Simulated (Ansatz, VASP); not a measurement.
# One calculation of Mg6ZrNb, two programs

The input INCAR:

```
PREC     = Accurate       # precision mode
ENCUT    = 520            # plane-wave cutoff, eV
EDIFF    = 1E-7           # SCF threshold, eV
ISMEAR   = 0              # smearing method
SIGMA    = 0.1            # smearing width, eV
LREAL    = False          # projectors in reciprocal space
LASPH    = True           # aspherical terms in the spheres
NELM     = 150            # most SCF steps
ALGO     = Normal         # electronic algorithm
ISIF     = 2              # what is computed and relaxed
LWAVE    = False          # write WAVECAR
LCHARG   = False          # write CHGCAR
LMAXMIX  = 4              # l up to which the mixer works
LDAU     = True           # DFT+U
LDAUTYPE = 2            
LDAUL    = -1 2 -1        # shell
LDAUU    = 0 0.76 0       # U, eV
LDAUJ    = 0 0 0        
LDAUPRINT= 1            
GGA      = PE             # functional
NBANDS   = 28             # bands
```

File KPOINTS:

```
regular mesh
0
Gamma
  4 4 4
```

The input POSCAR:

```
Mg6ZrNb
1.0
    4.9831430000      0.0000000000      0.0000000000
    0.0000000000      3.0872980000      5.6443160000
    0.0000000000     -3.0872980000      5.6443160000
Mg Zr Nb
6 1 1
Direct
    0.2590000000      0.4683170000      1.3607870000
    0.2590000000      0.9547870000      0.8743170000
    0.2590000000      0.4668270000      0.8728270000
    0.7590000000      0.3117760000      1.2268280000
    0.7590000000      0.8208280000      0.7177760000
    0.7590000000      0.3122160000      0.7182160000
    0.2590000000      0.9406010000      1.3466010000
    0.7590000000      0.8366490000      1.2426490000
```

Input for Ansatz:

```yaml
crystal:
  lattice:
    - [4.983143, 0.0, 0.0]
    - [0.0, 3.087298, 5.644316]
    - [0.0, -3.087298, 5.644316]
  atoms:
    - { symbol: Mg, position: [0.259, 0.468317, 1.360787] }
    - { symbol: Mg, position: [0.259, 0.954787, 0.874317] }
    - { symbol: Mg, position: [0.259, 0.466827, 0.872827] }
    - { symbol: Mg, position: [0.759, 0.311776, 1.226828] }
    - { symbol: Mg, position: [0.759, 0.820828, 0.717776] }
    - { symbol: Mg, position: [0.759, 0.312216, 0.718216] }
    - { symbol: Zr, position: [0.259, 0.940601, 1.346601] }
    - { symbol: Nb, position: [0.759, 0.836649, 1.242649] }
basis:
  ecutwfc: 420
kpoints:
  mp_grid: { grid: [4, 4, 4] }
hamiltonian:
  xc: pbe
  hubbard: { sites: [{ species: Zr, l: d, u_eff: 0.76 }], projectors: atomic }
scf:
  occupations: { method: gaussian, width: 0.1 }
output:
  forces: true
  stress: true
  eigenvalues: true
```

Alike in both runs: task single point; functional PBE; k mesh 4 × 4 × 4; occupations gaussian, width 0.1 eV; no spin polarisation; Hubbard terms Zr d U = 0.76 eV.

|  | VASP | Ansatz |
| --- | --- | --- |
| version | VASP 6.6.1 | Ansatz 0.2.0 |
| potentials or method | VASP PAW PBE potentials, release 64 (Mg, Zr_sv, Nb_sv), cutoff 520 eV | scalar-relativistic, plane waves, PAW |
| valence electrons in the cell | 37 | 85 |

|  | VASP | Ansatz | Ansatz less VASP |
| --- | --- | --- | --- |
| gap on the k mesh at the Fermi level (eV) | none | none | - |
| pressure (GPa) | -0.1 | -0.2 | -0.11 |
| traceless stress, the component that is largest in VASP (GPa) | -0.69 | -0.84 | -0.148 |
| rms of the force components (eV/Å) | 0.045 | 0.038 | -0.0069 |

The programs project onto different local orbitals, so the same U acts differently, and such runs can settle in different states. Atom by atom the forces differ by 0.025 eV/Å (rms over components). A gap of «none» marks a metal or a gap that the smearing closes. VASP's potentials hold 37 valence electrons a cell and Ansatz's 85, so a difference there can come from the potentials and not from the codes. Ansatz's warnings: filled band counts differ across k points.
